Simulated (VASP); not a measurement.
Here is a VASP 6.6.1 calculation.

POSCAR

```
GaN
1.0
    3.1831494054      0.0000000000      0.0000000000
   -1.5915747027      2.7566882491      0.0000000000
    0.0000000000      0.0000000000      5.1836254809
Ga N
2 2
Direct
    0.3333333333      0.6666666667     -0.0008868069
    0.6666666667      0.3333333333      0.4991131931
    0.3333333333      0.6666666667      0.3758868069
    0.6666666667      0.3333333333      0.8758868069
```

Contents of INCAR.step1:

```
ALGO     = Normal         # electronic algorithm
EDIFF    = 1E-8           # SCF threshold, eV
ENCUT    = 500            # plane-wave cutoff, eV
GGA      = PE             # functional
ISMEAR   = 0              # smearing method
LASPH    = T              # aspherical terms in the spheres
LCHARG   = F              # write CHGCAR
LREAL    = F              # projectors in reciprocal space
LWAVE    = T              # write WAVECAR
NELM     = 100            # most SCF steps
PREC     = Accurate       # precision mode
SIGMA    = 0.01           # smearing width, eV
```

File INCAR.step2:

```
ALGO     = Exact          # electronic algorithm
EDIFF    = 1E-8           # SCF threshold, eV
ENCUT    = 500            # plane-wave cutoff, eV
GGA      = PE             # functional
ISMEAR   = 0              # smearing method
ISTART   = 1            
LASPH    = T              # aspherical terms in the spheres
LCHARG   = F              # write CHGCAR
LOPTICS  = T              # frequency-dependent dielectric function
LREAL    = F              # projectors in reciprocal space
LWAVE    = T              # write WAVECAR
NBANDS   = 91             # bands
NELM     = 1              # most SCF steps
PREC     = Accurate       # precision mode
SIGMA    = 0.01           # smearing width, eV
```

File INCAR.step3:

```
ALGO     = EVGW0          # electronic algorithm
EDIFF    = 1E-8           # SCF threshold, eV
ENCUT    = 500            # plane-wave cutoff, eV
ENCUTGW  = 80.0           # cutoff of the response function
GGA      = PE             # functional
ISMEAR   = 0              # smearing method
ISTART   = 1            
LASPH    = T              # aspherical terms in the spheres
LCHARG   = F              # write CHGCAR
LREAL    = F              # projectors in reciprocal space
LWAVE    = F              # write WAVECAR
NBANDS   = 91             # bands
NBANDSGW = 26           
NELMGW   = 1            
NOMEGA   = 96             # frequency points
OMEGAMAX = 20           
PREC     = Accurate       # precision mode
PRECFOCK = Fast         
SIGMA    = 0.01           # smearing width, eV
```

KPOINTS

```
k-points
0
Gamma
  9 9 4
```

Potentials or basis: VASP PAW PBE potentials, release 64 (Ga_d_GW, N_GW).

Launch:

```console
$ cat potpaw_PBE.64/Ga_d_GW/POTCAR potpaw_PBE.64/N_GW/POTCAR > POTCAR
$ cp INCAR.step1 INCAR
$ mpirun -np 1 vasp_std > vasp.out
$ cp INCAR.step2 INCAR
$ mpirun -np 1 vasp_std > vasp.out
$ cp INCAR.step3 INCAR
$ mpirun -np 1 vasp_std > vasp.out
```

Problem. Estimate the quasiparticle gap.

Solution. 3.02 eV.

Problem. Estimate the least direct quasiparticle gap.

Solution. 3.02 eV.

Problem. Predict the least direct gap of the starting levels on the mesh.

Solution. 1.94 eV.

Problem. What does it give for the band gap of the starting levels on the mesh?

Solution. 1.94 eV.

Caveat: bands, screening cutoff and mesh are small and nothing is extrapolated, so the quasiparticle values aren't converged.
